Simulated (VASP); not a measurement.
**Ca: single point with PBEsol**

The system is Ca.

```
CELL_PARAMETERS angstrom
2.63232 0.00000 0.00000
0.00000 2.63232 0.00000
0.00000 0.00000 2.63232
ATOMIC_POSITIONS crystal
Ca 0.00000 0.00000 0.00000
```

```
Program             : VASP 6.6.1
Task                : single point
Functional          : PBEsol
Potentials or basis : VASP PAW PBE potentials, release 64 (Ca_sv)
Cutoff              : 500 eV
k mesh              : 11 × 11 × 11
Occupations         : methfessel-paxton, width 0.05 eV
Spin                : no spin polarisation
```

* Pressure: 37.6 GPa
* Band gap on the k mesh: zero (band 5 reaches 6.29 eV, above the bottom of band 6 at 5.86 eV)

Levels at points of the mesh, in eV from the Fermi level:
```
           k point  band 1  band 2  band 3  band 4  band 5  band 6  band 7  band 8  band 9  band 10
(0.00, 0.00, 0.00)  -41.38  -21.14  -21.14  -21.14   -4.30   -0.05   -0.05    7.78    7.78     7.78
```

It took 3.8 s on 1 thread of Intel(R) Xeon(R) 6975P-C (Granite Rapids), on a shared host, peak memory 0.13 GiB.

Caveat: the PAW data sets were made with another functional, which shifts forces and pressure a little.
